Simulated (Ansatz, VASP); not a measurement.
**SnO in VASP and in Ansatz**

```
Sn O
1.0
     3.94270    0.00000    0.00000
     0.00000    3.94270    0.00000
     0.00000    0.00000    4.28290
Sn O
2 2
Cartesian
  0.0000 1.9713 1.0525
  1.9713 0.0000 3.2304
  0.0000 0.0000 0.0000
  1.9713 1.9713 0.0000
```

Alike in both runs: task single point; functional LDA; k mesh 10 × 10 × 8; occupations gaussian, width 0.15 eV; no spin polarisation.

|  | VASP | Ansatz |
| --- | --- | --- |
| version | VASP 6.6.1 | Ansatz 0.2.0 |
| potentials or method | VASP PAW LDA potentials, release 64 (Sn_d, O), cutoff 520 eV | scalar-relativistic, plane waves, PAW |
| valence electrons in the cell | 40 | 40 |

|  | VASP | Ansatz | Ansatz less VASP |
| --- | --- | --- | --- |
| gap on the k mesh at the Fermi level (eV) | 0.46 | 0.48 | +0.026 |
| least direct gap on the mesh (eV) | 1.49 | 1.52 | +0.033 |
| pressure (GPa) | -2.5 | -2.9 | -0.41 |
| traceless stress, the component that is largest in VASP (GPa) | 5.81 | 5.87 | +0.059 |
| rms of the force components (eV/Å) | 0.137 | 0.095 | -0.0423 |

LDA's correlation is that of Perdew and Zunger in VASP and of Perdew and Wang (1992) in Ansatz. Atom by atom the forces differ by 0.042 eV/Å (rms over components).
